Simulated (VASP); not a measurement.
Set up this calculation in VASP 6.6.1, as the native input.

```
Task                   : relaxation of cell and atoms
Functional             : PBE
Potentials or basis    : VASP PAW PBE potentials, release 64 (Li_sv, F_h)
Cutoff                 : 910 eV
k mesh                 : 10 × 10 × 10
Occupations            : gaussian, width 0.02 eV
Spin                   : no spin polarisation
Dipole correction      : no
Second run             : hard_potentials
Further INCAR settings : ALGO = Normal; EDIFF = 1e-07; IBRION = 2; EDIFFG = -0.005; NSW = 100; ISIF = 3
```

The structure of LiF lies in POSCAR:

```
LiF
1.0
    0.0000000000      2.0417135738      2.0417135738
    2.0417135738      0.0000000000      2.0417135738
    2.0417135738      2.0417135738      0.0000000000
Li F
1 1
Direct
    0.0000000000      0.0000000000      0.0000000000
    0.5000000000      0.5000000000      0.5000000000
```

The input as run:

INCAR

```
SYSTEM = LiF
PREC = Accurate
ENCUT = 910
EDIFF = 1E-7
ISMEAR = 0
SIGMA = 0.02
LREAL = .False.
LASPH = .True.
NELM = 120
ALGO = Normal
ISIF = 3
LWAVE = .False.
LCHARG = .False.
GGA = PE
IBRION = 2
NSW = 100
EDIFFG = -0.005
GGA_COMPAT = .False.
NELMIN = 4
```

KPOINTS

```
regular mesh
0
Gamma
  10 10 10
  0 0 0
```

Potentials or basis: VASP PAW PBE potentials, release 64 (Li_sv, F_h).

Run with:

```console
$ cat potpaw_PBE.64/Li_sv/POTCAR potpaw_PBE.64/F_h/POTCAR > POTCAR
$ mpirun -np 1 vasp_std > vasp.out
```

It gave:

* Relaxed volume: 8.32 Å³/atom
* Relaxed cell: a = 2.865 Å, b = 2.865 Å, c = 2.865 Å, α = 60.00°, β = 60.00°, γ = 60.00°
* Space group after relaxing (to 0.05 Å): Fm-3m (No. 225)
* Energy gained by relaxing: 1.1 meV/atom
* Ionic steps: 3
* Pressure after relaxing: 0.0 GPa
* Band gap on the k mesh: 8.92 eV, direct

Caveat: the cutoff is under 1.25 times the usual one of these potentials, so pressure, stress and relaxed cells hold a basis-set (Pulay) error.

Wall time 12 s on 1 thread of Intel(R) Xeon(R) 6975P-C (Granite Rapids) (shared host), peak memory 0.15 GiB.
